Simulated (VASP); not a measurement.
Wanted: the native input for a VASP 6.6.1 run.

- Task: single point
- Functional: r2SCAN
- Potentials or basis: VASP PAW PBE potentials, release 64 (Al, Ga_d, N)
- Cutoff: 520 eV
- k mesh: 6 × 8 × 4
- Occupations: gaussian, width 0.02 eV
- Spin: no spin polarisation
- Dipole correction: no
- Further INCAR settings: ALGO = Normal; EDIFF = 1e-07; NBANDS = 31

The system is Al3GaN4.

```
Al Ga N
1.0
     5.03808    0.00000   -0.00009
     0.00000    3.12495    0.00000
    -0.00332    0.00000    5.57270
Al Ga N
3 1 4
Direct
  0.50121 0.50000 0.16655
  0.00171 0.50000 0.83543
  0.00203 0.00000 0.33240
  0.50104 0.00000 0.66535
  0.10984 0.00000 0.66383
  0.12136 0.50000 0.16471
  0.62412 0.50000 0.84327
  0.62229 0.00000 0.32846
```

This cell differs from its parent crystal: strain along c alone, the other axes held: +3.0 %, then relaxed in part.

The input as run:

POSCAR

```
Al3GaN4
1.0
    5.0380822535      0.0000000000     -0.0000900999
    0.0000000000      3.1249488270      0.0000000000
   -0.0033220332      0.0000000000      5.5727048106
Al Ga N
3 1 4
Direct
    0.5012106738      0.5000000000      0.1665500534
    0.0017090385      0.5000000000      0.8354264631
    0.0020330346      0.0000000000      0.3323987193
    0.5010367448      0.0000000000      0.6653481969
    0.1098430186      0.0000000000      0.6638319383
    0.1213621104      0.5000000000      0.1647098829
    0.6241167740      0.5000000000      0.8432721434
    0.6222876053      0.0000000000      0.3284636026
```

INCAR.step1

```
ALGO = Normal
EDIFF = 1E-4
ENCUT = 520
GGA = PE
ISMEAR = 0
LASPH = True
LCHARG = False
LREAL = False
LWAVE = True
NBANDS = 31
NELM = 80
PREC = Accurate
SIGMA = 0.02
```

INCAR.step2

```
ALGO = Normal
EDIFF = 1E-7
ENCUT = 520
ISIF = 2
ISMEAR = 0
ISTART = 1
LASPH = True
LCHARG = True
LELF = True
LMIXTAU = True
LREAL = False
LVHAR = True
LWAVE = False
METAGGA = R2SCAN
NBANDS = 31
NELM = 80
PREC = Accurate
SIGMA = 0.02
```

KPOINTS

```
k-points
0
Gamma
  6 8 4
```

Potentials or basis: VASP PAW PBE potentials, release 64 (Al, Ga_d, N).

Command:

```bash
$ cat potpaw_PBE.64/Al/POTCAR potpaw_PBE.64/Ga_d/POTCAR potpaw_PBE.64/N/POTCAR > POTCAR
$ cp INCAR.step1 INCAR
$ mpirun -np 1 vasp_std > vasp.out
$ cp INCAR.step2 INCAR
$ mpirun -np 1 vasp_std > vasp.out
```

It gave:

```json
{"Pressure": "-5.9 GPa", "Largest force": "0.087 eV/Å", "Band gap on the k mesh": "3.85 eV"}
```

Caveat: the cell differs from its parent crystal (strain along c alone, the other axes held: +3.0 %, then relaxed in part); the cell stands under tension; the PAW data sets were made with another functional, which shifts forces and pressure a little.

Run time: 5.6 min on 1 thread of Intel(R) Xeon(R) 6975P-C (Granite Rapids), on a shared host, peak memory 0.31 GiB.
